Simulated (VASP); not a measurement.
**BaSr2O2: single point with PBE**

Crystal: BaSr2O2.

```
Ba Sr O
1.0
     4.21144    0.00000    0.00000
    -2.10572    3.64721    0.00000
     0.00000    0.00000   10.45517
Ba Sr O
1 2 2
Direct
  0.00000 0.00000 0.00000
  0.33333 0.66667 0.62416
  0.66667 0.33333 0.37584
  0.33333 0.66667 0.38776
  0.66667 0.33333 0.61224
```

```
Program                : VASP 6.6.1
Task                   : single point
Functional             : PBE
Potentials or basis    : VASP PAW PBE potentials, release 64 (Ba_sv, Sr_sv, O)
Cutoff                 : 520 eV
k mesh                 : 12 × 12 × 4
Occupations            : gaussian, width 0.1 eV
Spin                   : no spin polarisation
Dipole correction      : no
Further INCAR settings : ALGO = Normal; EDIFF = 1e-06; NBANDS = 29
```

```
Pressure               : 0.3 GPa
Largest force          : 0.049 eV/Å
Band gap on the k mesh : zero (bands 21 and 22 overlap by 0.62 eV)
```

Forces in eV/Å, atoms in the order of the input:
```
Ba   0.000  0.000  0.000
Sr   0.000  0.000  0.049
Sr   0.000  0.000 -0.049
O    0.000  0.000 -0.023
O    0.000  0.000  0.023
```

Stress tensor (GPa, compression positive):
```
0.32 0.00 0.00
0.00 0.32 0.00
0.00 0.00 0.19
```

Levels at points of the mesh, in eV from the Fermi level:
| k point | band 18 | band 19 | band 20 | band 21 | band 22 | band 23 | band 24 | band 25 |
| --- | --- | --- | --- | --- | --- | --- | --- | --- |
| (0.00, 0.00, 0.00) | -2.59 | -2.55 | -2.36 | -2.10 | 0.14 | 0.86 | 1.72 | 1.72 |
| (0.50, 0.00, 0.00) | -2.30 | -1.99 | -1.80 | -0.80 | 0.08 | 1.17 | 1.33 | 2.57 |
| (0.00, 0.00, 0.50) | -2.59 | -2.59 | -2.31 | -1.67 | 0.03 | 0.62 | 1.72 | 1.72 |
| (0.50, 0.00, 0.50) | -2.26 | -1.99 | -1.80 | -0.75 | -0.12 | 1.30 | 1.55 | 2.35 |

It took 2.1 min on 1 thread of Intel(R) Xeon(R) 6975P-C (Granite Rapids) (shared host), peak memory 0.48 GiB.

Caveat: spin-orbit coupling is left out, which moves the levels of the heavy elements.
